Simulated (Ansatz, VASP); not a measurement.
# Pb in VASP and in Ansatz

```
CELL_PARAMETERS angstrom
0.00000 2.52013 2.52013
2.52013 0.00000 2.52013
2.52013 2.52013 0.00000
ATOMIC_POSITIONS crystal
Pb 0.00000 0.00000 0.00000
```

Alike in both runs: functional PBE; k mesh 18 × 18 × 18; occupations fermi-dirac, width 0.05 eV; no spin polarisation.

Ansatz relaxed the structure, and its values are those at the end. VASP's run is a single point on that final structure, the one shown.

|  | VASP | Ansatz |
| --- | --- | --- |
| version | VASP 6.6.1 | Ansatz 0.2.0 |
| potentials or method | VASP PAW PBE potentials, release 64 (Pb_d) | PAW with Ansatz's default frozen-core files, scalar-relativistic |
| plane-wave cutoff (eV) | 520 | 420 |
| valence electrons in the cell | 14 | 14 |

```csv
,VASP,Ansatz,Ansatz less VASP
pressure (GPa),0.0,0.0,+0.06
```

The functional is the same, so the differences come from potentials, cutoffs and numerics.

Spin-orbit coupling is off throughout.
